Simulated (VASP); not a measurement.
Write the native input for VASP 6.6.1 that does the following.

* Task: single point
* Functional: PBE
* Potentials or basis: VASP PAW PBE potentials, release 64 (Ti_sv)
* Cutoff: 520 eV
* k mesh: 12 × 12 × 14
* Occupations: gaussian, width 0.15 eV
* Spin: no spin polarisation
* Dipole correction: no
* Further INCAR settings: ALGO = Fast; EDIFF = 1e-06; NBANDS = 25

The structure of Ti lies in POSCAR:

```
Ti
1.0
    4.7165000000      0.0000000000      0.0000000000
   -2.3582500000      4.0846088169      0.0000000000
    0.0000000000      0.0000000000      2.7185000000
Ti
3
Direct
    0.0000000000      0.0000000000      0.0000000000
    0.3333333333      0.6666666667      0.5000000000
    0.6666666667      0.3333333333      0.5000000000
```

This isn't the form of Ti at room conditions, which is hcp.

One way to write it, as run:

INCAR

```
SYSTEM = Ti
ALGO = Fast
EDIFF = 1E-6
ENCUT = 520
GGA = PE
ISIF = 2
ISMEAR = 0
LASPH = .TRUE.
LCHARG = .FALSE.
LREAL = .FALSE.
LWAVE = .FALSE.
NBANDS = 25
NELM = 100
PREC = Accurate
SIGMA = 0.15
```

KPOINTS

```
k-points
0
G
  12 12 14
  0 0 0
```

Potentials or basis: VASP PAW PBE potentials, release 64 (Ti_sv).

Launch:

```console
$ cat potpaw_PBE.64/Ti_sv/POTCAR > POTCAR
$ mpirun -np 1 vasp_std > vasp.out
```

It gave:

- Pressure: -1.6 GPa
- Band gap on the k mesh: zero (bands 18 and 19 overlap by 0.34 eV)

Caveat: the stress differs along the axes, from -6 to 7 GPa.

Run time: 20 min on 1 thread of Intel Xeon 8259CL, with other jobs on the host, peak memory 0.28 GiB.
